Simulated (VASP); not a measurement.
# Al3Cu2 (P-3m1) in VASP: notebook

Aim: see how the results for Al3Cu2 move with the level of theory and the settings. Levels: PBEsol+U, PBEsol. Tasks: single point.

Everything below comes from runs of VASP 6.6.1. Logs are shortened: lines on timing, memory, paths and dates and some standing lists are left out, and cuts for length are marked.

**1. The cell of the first run**

The structure is trigonal, space group P-3m1 (No. 164). Conventional cell: a = 3.771 Å, b = 3.771 Å, c = 5.181 Å, α = 90.00°, β = 90.00°, γ = 120.00°. Within 3.1 Å of Al (site symmetry -3m) lie 6 Cu at 2.33 Å and 6 Al at 2.84 Å. Al (site symmetry 3m) has 5 Cu at 2.40 to 2.64 Å and 6 Al at 2.67 to 2.84 Å within 3.2 Å. Cu (site symmetry 3m) has 8 Al at 2.33 to 2.64 Å and 3 Cu at 2.72 Å within 3.1 Å.

**2. Single point, PBEsol+U**

The input, INCAR:

```
PREC     = Accurate       # precision mode
ENCUT    = 600            # plane-wave cutoff, eV
EDIFF    = 1E-6           # SCF threshold, eV
ISMEAR   = 1              # smearing method
SIGMA    = 0.15           # smearing width, eV
LREAL    = F              # projectors in reciprocal space
LASPH    = T              # aspherical terms in the spheres
NELM     = 200            # most SCF steps
ALGO     = Normal         # electronic algorithm
ISIF     = 2              # what is computed and relaxed
LWAVE    = F              # write WAVECAR
LCHARG   = T              # write CHGCAR
LMAXMIX  = 4              # l up to which the mixer works
LDAU     = T              # DFT+U
LDAUTYPE = 2            
LDAUL    = -1 2           # shell
LDAUU    = 0 1            # U, eV
LDAUJ    = 0 0          
LDAUPRINT= 1            
GGA      = PS             # functional
LELF     = T              # ELF
LVHAR    = T            
NBANDS   = 24             # bands
GGA_COMPAT= F
```

The input, KPOINTS:

```
Automatic mesh
0
Gamma
  12 12 10
```

The input, POSCAR:

```
Al3Cu2
1.0
    3.7706987475      0.0000000000      0.0000000000
   -1.8853493737      3.2655209053      0.0000000000
    0.0000000000      0.0000000000      5.1813849016
Al Cu
3 2
Direct
    0.0000000000      0.0000000000      0.0000000000
    0.3333333333      0.6666666667      0.3515059889
    0.6666666667      0.3333333333      0.6484940111
    0.3333333333      0.6666666667      0.8422899951
    0.6666666667      0.3333333333      0.1577100049
```

Potentials or basis: VASP PAW PBE potentials, release 64 (Al, Cu).

Started as:

```
> cat potpaw_PBE.64/Al/POTCAR potpaw_PBE.64/Cu/POTCAR > POTCAR
> mpirun -np 1 vasp_std > vasp.out
```

OUTCAR:

```text
PREC = Accurate
   ENCUT = 600
   EDIFF = 1E-6
   ISMEAR = 1
   LREAL = F
   LASPH = T
   NELM = 200
   ISIF = 2
   GGA = PS

 ion  position               nearest neighbor table
   1  0.000  0.000  0.000-   4 2.33   5 2.33   4 2.33   5 2.33   5 2.33   4 2.33   2 2.84   3 2.84
                             2 2.84   3 2.84   2 2.84   3 2.84
   2  0.333  0.667  0.352-   5 2.40   5 2.40   5 2.40   4 2.54   4 2.64   3 2.67   3 2.67   3 2.67
                             1 2.84   1 2.84   1 2.84
   3  0.667  0.333  0.648-   4 2.40   4 2.40   4 2.40   5 2.54   5 2.64   2 2.67   2 2.67   2 2.67
                             1 2.84   1 2.84   1 2.84
   4  0.333  0.667  0.842-   1 2.33   1 2.33   1 2.33   3 2.40   3 2.40   3 2.40   2 2.54   2 2.64
                             5 2.72   5 2.72   5 2.72
   5  0.667  0.333  0.158-   1 2.33   1 2.33   1 2.33   2 2.40   2 2.40   2 2.40   3 2.54   3 2.64
                             4 2.72   4 2.72   4 2.72

  LATTYP: Found a hexagonal cell.
 ALAT       =     3.7706987475
 C/A-ratio  =     1.3741179682

  Lattice vectors:

 A1 = (   3.7706987475,   0.0000000000,   0.0000000000)
 A2 = (  -1.8853493737,   3.2655209053,   0.0000000000)
 A3 = (   0.0000000000,   0.0000000000,   5.1813849016)

Analysis of symmetry for initial positions (statically):
=====================================================================
 Subroutine PRICEL returns:
 Original cell was already a primitive cell.

 Routine SETGRP: Setting up the symmetry group for a
 hexagonal supercell.

 Subroutine GETGRP returns: Found 12 space group operations
 (whereof 12 operations were pure point group operations)
 out of a pool of 24 trial point group operations.

The static configuration has the point symmetry D_3d.

Analysis of symmetry for dynamics (positions and initial velocities):
=====================================================================
 Subroutine PRICEL returns:
 Original cell was already a primitive cell.

 Routine SETGRP: Setting up the symmetry group for a
 hexagonal supercell.

[... 195 lines left out ...]
 -0.0000 -0.0107 -0.0000 -0.0000  0.9201

spin component  2

  0.9201  0.0000 -0.0000 -0.0107 -0.0000
  0.0000  0.9192  0.0000  0.0000 -0.0107
 -0.0000  0.0000  0.9179  0.0000 -0.0000
 -0.0107  0.0000  0.0000  0.9192 -0.0000
 -0.0000 -0.0107 -0.0000 -0.0000  0.9201

 occupancies and eigenvectors

  o =  0.9090  v = -0.2547  0.6719  0.0000 -0.2663  0.6425  0.0000  0.0000  0.0000  0.0000  0.0000      0.0000  0.0000  0.0000  0.0000  0.0000  0.0000  0.0000  0.0000  0.0000  0.0000
  o =  0.9090  v =  0.0000  0.0000  0.0000  0.0000  0.0000 -0.2547  0.6719  0.0000 -0.2663  0.6425      0.0000  0.0000  0.0000  0.0000  0.0000  0.0000  0.0000  0.0000  0.0000  0.0000
  o =  0.9090  v =  0.6425  0.2663  0.0000  0.6719  0.2547  0.0000  0.0000  0.0000  0.0000  0.0000      0.0000  0.0000  0.0000  0.0000  0.0000  0.0000  0.0000  0.0000  0.0000  0.0000
  o =  0.9090  v =  0.0000  0.0000  0.0000  0.0000  0.0000  0.6425  0.2663  0.0000  0.6719  0.2547      0.0000  0.0000  0.0000  0.0000  0.0000  0.0000  0.0000  0.0000  0.0000  0.0000
  o =  0.9179  v = -0.0000 -0.0000  1.0000 -0.0000 -0.0000  0.0000  0.0000  0.0000  0.0000  0.0000      0.0000  0.0000  0.0000  0.0000  0.0000  0.0000  0.0000  0.0000  0.0000  0.0000
  o =  0.9179  v =  0.0000  0.0000  0.0000  0.0000  0.0000 -0.0000 -0.0000  1.0000 -0.0000 -0.0000      0.0000  0.0000  0.0000  0.0000  0.0000  0.0000  0.0000  0.0000  0.0000  0.0000
  o =  0.9303  v =  0.0000  0.0000  0.0000  0.0000  0.0000  0.2663  0.6425  0.0000 -0.2547 -0.6719      0.0000  0.0000  0.0000  0.0000  0.0000  0.0000  0.0000  0.0000  0.0000  0.0000
  o =  0.9303  v =  0.2663  0.6425  0.0000 -0.2547 -0.6719  0.0000  0.0000  0.0000  0.0000  0.0000      0.0000  0.0000  0.0000  0.0000  0.0000  0.0000  0.0000  0.0000  0.0000  0.0000
  o =  0.9303  v = -0.6719  0.2547  0.0000  0.6425 -0.2663  0.0000  0.0000  0.0000  0.0000  0.0000      0.0000  0.0000  0.0000  0.0000  0.0000  0.0000  0.0000  0.0000  0.0000  0.0000
  o =  0.9303  v =  0.0000  0.0000  0.0000  0.0000  0.0000 -0.6719  0.2547  0.0000  0.6425 -0.2663      0.0000  0.0000  0.0000  0.0000  0.0000  0.0000  0.0000  0.0000  0.0000  0.0000

 number of electron      31.0000018 magnetization

 Free energy of the ion-electron system (eV)
  ---------------------------------------------------
  ext. energy  EPLUGINS =         0.00000000
  ---------------------------------------------------
  free energy    TOTEN  =       -20.00786186 eV

  energy without entropy =      -20.00826643  energy(sigma->0) =      -20.00799672

 E-fermi :   9.6947     XC(G=0): -11.6358

 val. band max:        9.6737340139   @ k =   0.0833   0.0000   0.2000
 cond. band min:       9.7125630840   @ k =   0.0000   0.2500   0.2000
 fundamental gap:      0.0388290702
 Fermi energy:         9.6947054408

 k-point     1 :       0.0000    0.0000    0.0000
  band No.  band energies     occupation
      1      -2.3990      2.00000
      2       2.2015      2.00000
      3       2.7997      2.00000
      4       3.5878      2.00000
      5       3.5878      2.00000
      6       3.9707      2.00000
[... 637 lines left out ...]
     23      15.8667      0.00000
     24      16.3189      0.00000

 [... further k-points ...]

------------------------ aborting loop because EDIFF is reached ----------------------------------------

  FORCE on cell =-STRESS in cart. coord.  units (eV):
  Direction    XX          YY          ZZ          XY          YZ          ZX
  --------------------------------------------------------------------------------------
  -------------------------------------------------------------------------------------
  Total       11.9782677     11.9782677      1.8251054      0.0000000     -0.0000000      0.0000000
  in kB      300.8045740    300.8045740     45.8330103      0.0000000     -0.0000000      0.0000000
  external PRESSURE =     215.8140528 kB  Pullay stress =       0.0000000 kB

 VOLUME and BASIS-vectors are now :
 -----------------------------------------------------------------------------
  energy-cutoff  :      600.00
  volume of cell :       63.80
      direct lattice vectors                 reciprocal lattice vectors
     3.770698748  0.000000000  0.000000000     0.265202836  0.153114929  0.000000000
    -1.885349374  3.265520905  0.000000000     0.000000000  0.306229857  0.000000000
     0.000000000  0.000000000  5.181384902     0.000000000  0.000000000  0.192998594

 POSITION                                       TOTAL-FORCE (eV/Angst)
 -----------------------------------------------------------------------------------
      0.00000      0.00000      0.00000         0.000000      0.000000      0.000000
     -0.00000      2.17701      1.82129        -0.000000      0.000000      0.190628
      1.88535      1.08851      3.36010        -0.000000     -0.000000     -0.190628
     -0.00000      2.17701      4.36423        -0.000000      0.000000     -0.365529
      1.88535      1.08851      0.81716         0.000000     -0.000000      0.365529
 -----------------------------------------------------------------------------------
    total drift:                               -0.000000      0.000000     -0.000000

  FREE ENERGIE OF THE ION-ELECTRON SYSTEM (eV)
  ---------------------------------------------------
  free  energy   TOTEN  =       -20.0078618622 eV

  energy  without entropy=      -20.0082664312  energy(sigma->0) =      -20.00799672
```

OSZICAR:

```text
N       E                     dE             d eps       ncg     rms          rms(c)
DAV:   1     0.190962307208E+03    0.19096E+03   -0.13688E+04  7816   0.175E+03
DAV:   2    -0.113881647713E+02   -0.20235E+03   -0.18920E+03  7808   0.315E+02
DAV:   3    -0.242823425522E+02   -0.12894E+02   -0.12226E+02 10184   0.102E+02
DAV:   4    -0.246421375309E+02   -0.35979E+00   -0.35943E+00 10912   0.150E+01
DAV:   5    -0.246485757428E+02   -0.64382E-02   -0.64374E-02 11592   0.188E+00    0.196E+01
DAV:   6    -0.256867667314E+02   -0.10382E+01   -0.67076E+01  9320   0.244E+02    0.141E+01
DAV:   7    -0.201357656670E+02    0.55510E+01   -0.18542E+01  9608   0.109E+02    0.194E+00
DAV:   8    -0.200792565834E+02    0.56509E-01   -0.17838E+00 12792   0.282E+01    0.224E+00
DAV:   9    -0.200096722800E+02    0.69584E-01   -0.29076E-01  9928   0.150E+01    0.291E-01
DAV:  10    -0.200082908187E+02    0.13815E-02   -0.18184E-02 11880   0.335E+00    0.170E-01
DAV:  11    -0.200078544176E+02    0.43640E-03   -0.23196E-03 12608   0.123E+00    0.683E-02
DAV:  12    -0.200078693555E+02   -0.14938E-04   -0.11840E-04 12504   0.198E-01    0.226E-02
DAV:  13    -0.200078618004E+02    0.75551E-05   -0.25080E-05 10088   0.144E-01    0.365E-03
DAV:  14    -0.200078618622E+02   -0.61862E-07   -0.16626E-06  6128   0.147E-02
   1 F= -.20007862E+02 E0= -.20007997E+02  d E =0.404569E-03
```

stdout:

```text
POSCAR found type information on POSCAR AlCu
 POSCAR found :  2 types and       5 ions
 scaLAPACK will be used
 -----------------------------------------------------------------------------
|                                                                             |
|                                                                             |
|     You enforced a specific xc type in the INCAR file but a different       |
|     I HOPE YOU KNOW WHAT YOU ARE DOING!                                     |
|                                                                             |
 -----------------------------------------------------------------------------

 LDA part: xc-table for (Slater+PW92), standard interpolation
 POSCAR, INCAR and KPOINTS ok, starting setup
 FFT: planning ... GRIDC
 FFT: planning ... GRID_SOFT
 FFT: planning ... GRID
 WAVECAR not read
 entering main loop
```

Wall time 7 min (1 thread of Intel Xeon 8259CL, shared host); peak memory 0.38 GiB.

What came out:

```
Free energy            : -20.0079 eV
Pressure               : 21.6 GPa
Largest force          : 0.366 eV/Å
Band gap on the k mesh : zero (an odd number of electrons rules out a gap without spin polarisation)
```

Forces in eV/Å, atoms in the order of the input:
```
Al   0.000  0.000  0.000
Al   0.000  0.000  0.191
Al   0.000  0.000 -0.191
Cu   0.000  0.000 -0.366
Cu   0.000  0.000  0.366
```

Stress tensor (GPa, compression positive):
```
30.08  0.00  0.00
 0.00 30.08  0.00
 0.00  0.00  4.58
```

Eigenvalues of the final occupation matrices:
| site | spin | trace | eigenvalues |
| --- | --- | --- | --- |
| site 4 d | 1 | 4.60 | 0.91 0.91 0.92 0.93 0.93 |
| site 4 d | 2 | 4.60 | 0.91 0.91 0.92 0.93 0.93 |
| site 5 d | 1 | 4.60 | 0.91 0.91 0.92 0.93 0.93 |
| site 5 d | 2 | 4.60 | 0.91 0.91 0.92 0.93 0.93 |

Caveat: the stress differs along the axes, from 5 to 30 GPa; the PAW data sets were made with another functional, which shifts forces and pressure a little; U without spin polarisation on a metal has little footing; the U is typed as a test and isn't derived for this compound.

(Part 1 of 2 ends here.)

The gap in the log of VASP goes by the Fermi energy; the results here count the filled bands.